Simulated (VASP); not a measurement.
# BN (P6_3/mmc) in VASP: a series of runs

Runs on BN. Level: PBE. Tasks: electric field gradients.

Program: VASP 6.6.1. These are calculated values, not measurements. Logs are shortened: lines on timing, memory, paths and dates and some standing lists are left out, and cuts for length are marked.

### 1 The cell of the first run

The structure is hexagonal, space group P6_3/mmc (No. 194). The conventional cell has a = 2.521 Å, b = 2.521 Å, c = 6.705 Å, α = 90.00°, β = 90.00°, γ = 120.00°. B (site symmetry -6m2) has 3 N at 1.46 Å within 1.9 Å. N (site symmetry -6m2) has 3 B at 1.46 Å within 1.9 Å.

### 2 Electric field gradients, PBE (volume scaled by 1.02)

File INCAR:

```
  ALGO = Normal
  EDIFF = 1E-8
  ENCUT = 520
  GGA = PE
  ISIF = 2
  ISMEAR = -1
  LASPH = T
  LCHARG = F
  LEFG = T
  LREAL = F
  LWAVE = F
  NBANDS = 16
  NELM = 100
  PREC = Accurate
  SIGMA = 0.02
```

File KPOINTS:

```
k-points
0
Gamma
  11 11 4
```

File POSCAR:

```
BN
1.0
    2.5205749141      0.0000000000      0.0000000000
   -1.2602874571      2.1828819078      0.0000000000
    0.0000000000      0.0000000000      6.7053151929
B N
2 2
Direct
    0.3333333333      0.6666666667      0.2500000000
    0.6666666667      0.3333333333      0.7500000000
    0.3333333333      0.6666666667      0.7500000000
    0.6666666667      0.3333333333      0.2500000000
```

Potentials or basis: VASP PAW PBE potentials, release 64 (B, N).

Command:

```
$ cat potpaw_PBE.64/B/POTCAR potpaw_PBE.64/N/POTCAR > POTCAR
$ mpirun -np 1 vasp_std > vasp.out
```

OUTCAR:

```text
EDIFF = 1E-8
   ENCUT = 520
   GGA = PE
   ISIF = 2
   ISMEAR = -1
   LASPH = T
   LREAL = F
   NELM = 100
   PREC = Accurate

 ion  position               nearest neighbor table
   1  0.333  0.667  0.250-   4 1.46   4 1.46   4 1.46
   2  0.667  0.333  0.750-   3 1.46   3 1.46   3 1.46
   3  0.333  0.667  0.750-   2 1.46   2 1.46   2 1.46
   4  0.667  0.333  0.250-   1 1.46   1 1.46   1 1.46

  LATTYP: Found a hexagonal cell.
 ALAT       =     2.5205749141
 C/A-ratio  =     2.6602324555

  Lattice vectors:

 A1 = (   2.5205749141,   0.0000000000,   0.0000000000)
 A2 = (  -1.2602874571,   2.1828819078,   0.0000000000)
 A3 = (   0.0000000000,   0.0000000000,   6.7053151929)

Analysis of symmetry for initial positions (statically):
=====================================================================
 Subroutine PRICEL returns:
 Original cell was already a primitive cell.

 Routine SETGRP: Setting up the symmetry group for a
 hexagonal supercell.

 Subroutine GETGRP returns: Found 24 space group operations
 (whereof 12 operations were pure point group operations)
 out of a pool of 24 trial point group operations.

The static configuration has the point symmetry D_3d.
 The point group associated with its full space group is D_6h.

Analysis of symmetry for dynamics (positions and initial velocities):
=====================================================================
 Subroutine PRICEL returns:
 Original cell was already a primitive cell.

 Routine SETGRP: Setting up the symmetry group for a
 hexagonal supercell.

 Subroutine GETGRP returns: Found 24 space group operations
 (whereof 12 operations were pure point group operations)
 out of a pool of 24 trial point group operations.

The dynamic configuration has the point symmetry D_3d.
 The point group associated with its full space group is D_6h.

 Subroutine INISYM returns: Found 24 space group operations
 (whereof 12 operations are pure point group operations),
 and found     1 'primitive' translations

----------------------------------------------------------------------------------------

                                     Primitive cell

  volume of cell :      36.8934

  direct lattice vectors                    reciprocal lattice vectors
     2.520574914  0.000000000  0.000000000     0.396734886  0.229054993  0.000000000
    -1.260287457  2.182881908  0.000000000     0.000000000  0.458109986  0.000000000
     0.000000000  0.000000000  6.705315193     0.000000000  0.000000000  0.149135420

  length of vectors
     2.520574914  2.520574914  6.705315193     0.458109986  0.458109986  0.149135420

  position of ions in fractional coordinates (direct lattice)
     0.333333333  0.666666667  0.250000000
     0.666666667  0.333333333  0.750000000
     0.333333333  0.666666667  0.750000000
     0.666666667  0.333333333  0.250000000

  ion indices of the primitive-cell ions
   primitive index   ion index
                 1           1
                 2           2
                 3           3
                 4           4

----------------------------------------------------------------------------------------

 KPOINTS: k-points

Automatic generation of k-mesh.
 Grid dimensions read from file:
 generate k-points for:   11   11    4

 Generating k-lattice:

  Cartesian coordinates                     Fractional coordinates (reciprocal lattice)
     0.036066808  0.020823181  0.000000000     0.090909091 -0.000000000  0.000000000
     0.000000000  0.041646362  0.000000000     0.000000000  0.090909091  0.000000000
     0.000000000  0.000000000  0.037283855     0.000000000  0.000000000  0.250000000

  Length of vectors
     0.041646362  0.041646362  0.037283855

  Shift w.r.t. Gamma in fractional coordinates (k-lattice)
     0.000000000  0.000000000  0.000000000

 Subroutine IBZKPT returns following result:
 ===========================================

 Found     48 irreducible k-points:

 Following reciprocal coordinates:
            Coordinates               Weight
  0.000000  0.000000  0.000000      1.000000
  0.090909  0.000000  0.000000      6.000000
  0.181818  0.000000  0.000000      6.000000
  0.272727  0.000000  0.000000      6.000000
  0.363636  0.000000  0.000000      6.000000
  0.454545  0.000000  0.000000      6.000000
[... 16 lines left out ...]
  0.090909  0.090909  0.250000     12.000000
  0.181818  0.090909  0.250000     24.000000
 [... further k-points ...]
   k-points           NKPTS =     48   k-points in BZ     NKDIM =     48   number of bands    NBANDS=     16
   number of dos      NEDOS =    301   number of ions     NIONS =      4
   total plane-waves  NPLWV =  20000
   dimension x,y,z NGX =    20 NGY =   20 NGZ =   50
   dimension x,y,z NGXF=    40 NGYF=   40 NGZF=  100
   ions per type =               2   2
   NGX,Y,Z   is equivalent  to a cutoff of  13.19, 13.19, 12.40 a.u.
   NGXF,Y,Z  is equivalent  to a cutoff of  26.38, 26.38, 24.79 a.u.
 SYSTEM =  unknown system
   PREC   = accura    normal or accurate (medium, high low for compatibility)
   ISTART =      0    job   : 0-new  1-cont  2-samecut
   ICHARG =      2    charge: 1-file 2-atom 10-const
   ISPIN  =      1    spin polarized calculation?
   LNONCOLLINEAR =      F non collinear calculations
   LSORBIT =      F    spin-orbit coupling
   LASPH  =      T    aspherical Exc in radial PAW
   ENCUT  =  520.0 eV  38.22 Ry    6.18 a.u.   4.69  4.69 12.47*2*pi/ulx,y,z
   NELM   =    100;   NELMIN=  2; NELMDL= -5     # of ELM steps
   EDIFF  = 0.1E-07   stopping-criterion for ELM
   LREAL  =      F    real-space projection
   EDIFFG = 0.1E-06   stopping-criterion for IOM
   NSW    =      0    number of steps for IOM
   IBRION =     -1    ionic relax: 0-MD 1-quasi-New 2-CG
   NFREE  =      0    steps in history (QN), initial steepest desc. (CG)
   ISIF   =      2    stress and relaxation
   ISYM   =      2    0-nonsym 1-usesym 2-fastsym
   POTIM  = 0.5000    time-step for ionic-motion
   TEBEG  =    0.0;   TEEND  =   0.0 temperature during run
   PSTRESS=    0.0 pullay stress
   NELECT =      16.0000    total number of electrons
   NUPDOWN=      -1.0000    fix difference up-down
   EMIN   =  10.00;   EMAX   =-10.00  energy-range for DOS
   EFERMI =   0.00;   METHOD = LEGACY
   ISMEAR =    -1;   SIGMA  =   0.02  broadening in eV -4-tet -1-fermi 0-gaus
   EFERMI_NEDOS =   21; number of points for ismear=-14 and -15
   IALGO  =     38    algorithm
   IMIX   =      4    mixing-type and parameters
     AMIX     =   0.40;   BMIX     =  1.00
     AMIX_MAG =   1.60;   BMIX_MAG =  1.00
  volume/ion in A,a.u.               =       9.22        62.24
  Fermi-wavevector in a.u.,A,eV,Ry     =   1.239173  2.341697 20.892410  1.535549
  Thomas-Fermi vector in A             =   2.373667
   LORBIT       =      0    0 simple, 1 ext, 2 COOP (PROOUT), +10 PAW based schemes
   GGA     = PE    functional components
   LHFCALC =     F    Hartree Fock is set to
   AEXX    =    0.0000 exact exchange contribution
   IVDW    =     0    specifies the selected vdW correction
   LEPSILON=     F    determine dielectric tensor
   LRPA    =     F    only Hartree local field effects (RPA)
 non-spin polarized calculation
  energy-cutoff  :      520.00
  volume of cell :       36.89
 maximum number of plane-waves:      1009
 NGX is ok and might be reduce to    20
   NGX =  9   NGY =  9   NGZ = 25

 number of electron      16.0000000 magnetization

 Free energy of the ion-electron system (eV)
  ---------------------------------------------------
  ext. energy  EPLUGINS =         0.00000000
  ---------------------------------------------------
  free energy    TOTEN  =       -35.15992121 eV

  energy without entropy =      -35.15992121  energy(sigma->0) =      -35.15992121

 E-fermi :   2.5719     XC(G=0):  -9.9653

 val. band max:        2.1401761531   @ k =   0.3636   0.2727   0.0000
 cond. band min:       6.4457925161   @ k =   0.4545   0.0909   0.0000
 fundamental gap:      4.3056163630
 Fermi energy:         2.5718509884

 k-point     1 :       0.0000    0.0000    0.0000
  band No.  band energies     occupation
      1     -15.5602      2.00000
      2     -15.2853      2.00000
      3      -3.9632      2.00000
      4      -1.9228      2.00000
      5       0.7589      2.00000
      6       0.7589      2.00000
[... 433 lines left out ...]
      3      -2.6034      2.00000
      4      -2.5583      2.00000
      5      -2.2082      2.00000
      6      -1.0169      2.00000
[... 8 lines left out ...]
     15      16.7371      0.00000
     16      16.8262      0.00000

 [... further k-points ...]
[... 5 lines left out ...]
  --------------------------------------------------------------------------------------
  -------------------------------------------------------------------------------------
  Total       -0.7479435     -0.7479435      0.5636379      0.0000000     -0.0000000     -0.0000000
  in kB      -32.4810698    -32.4810698     24.4771984      0.0000000     -0.0000000     -0.0000000
  external PRESSURE =     -13.4949804 kB  Pullay stress =       0.0000000 kB

 VOLUME and BASIS-vectors are now :
 -----------------------------------------------------------------------------
  energy-cutoff  :      520.00
  volume of cell :       36.89
      direct lattice vectors                 reciprocal lattice vectors
     2.520574914  0.000000000  0.000000000     0.396734886  0.229054993  0.000000000
    -1.260287457  2.182881908  0.000000000     0.000000000  0.458109986  0.000000000
     0.000000000  0.000000000  6.705315193     0.000000000  0.000000000  0.149135420

 POSITION                                       TOTAL-FORCE (eV/Angst)
 -----------------------------------------------------------------------------------
     -0.00000      1.45525      1.67633        -0.000000      0.000000      0.000000
      1.26029      0.72763      5.02899         0.000000     -0.000000      0.000000
     -0.00000      1.45525      5.02899         0.000000     -0.000000      0.000000
      1.26029      0.72763      1.67633        -0.000000      0.000000      0.000000
 -----------------------------------------------------------------------------------
    total drift:                                0.000000     -0.000000      0.000000

  FREE ENERGIE OF THE ION-ELECTRON SYSTEM (eV)
  ---------------------------------------------------
  free  energy   TOTEN  =       -35.1599212134 eV

  energy  without entropy=      -35.1599212134  energy(sigma->0) =      -35.15992121

 Electric field gradients (V/A^2)
---------------------------------------------------------------------
 ion       V_xx      V_yy      V_zz      V_xy      V_xz      V_yz
---------------------------------------------------------------------
   1     -17.309   -17.308    34.617     0.000    -0.000     0.000
   2     -17.309   -17.308    34.617     0.000     0.000    -0.000
   3       0.175     0.174    -0.349    -0.001     0.000    -0.000
   4       0.175     0.174    -0.349    -0.001    -0.000     0.000
---------------------------------------------------------------------

 Electric field gradients after diagonalization (V/A^2)
 (convention: |V_zz| > |V_xx| > |V_yy|)
----------------------------------------------------------------------
 ion       V_xx      V_yy      V_zz     asymmetry (V_yy - V_xx)/ V_zz
----------------------------------------------------------------------
   1     -17.309   -17.308    34.617       0.000
   2     -17.309   -17.308    34.617       0.000
   3       0.175     0.173    -0.349       0.006
   4       0.175     0.173    -0.349       0.006
----------------------------------------------------------------------

           NMR quadrupolar parameters

 Cq : quadrupolar parameter    Cq=e*Q*V_zz/h
 eta: asymmetry parameters     (V_yy - V_xx)/ V_zz
 Q  : nuclear electric quadrupole moment in mb (millibarn)
----------------------------------------------------------------------
 ion       Cq(MHz)       eta       Q (mb)
----------------------------------------------------------------------
   1       0.084       0.000       1.000
   2       0.084       0.000       1.000
   3      -0.001       0.006       1.000
   4      -0.001       0.006       1.000
----------------------------------------------------------------------
```

It took 13 s on 1 thread of Intel Xeon 6975P-C (Granite Rapids), shared host; peak memory 0.15 GiB.

Results:

- Free energy: -35.1599 eV
- Pressure: -1.3 GPa
- Band gap on the k mesh: 4.31 eV, indirect (least direct gap 4.62 eV)

Electric field gradients, principal values (V/Å²):
```csv
atom,least,middle,greatest (by size)
1 B,-17.308,-17.309,34.617
2 B,-17.308,-17.309,34.617
3 N,0.173,0.175,-0.349
4 N,0.173,0.175,-0.349
```

Caveat: without QUAD_EFG the Cq values of the log hold for a quadrupole moment of 1 mb, not for the nuclei; this functional lacks dispersion, which binds the layers, so the pressure and a relaxed spacing across them are unreliable. A k mesh can miss the band edges.

(Continued in part 2 of 3.)
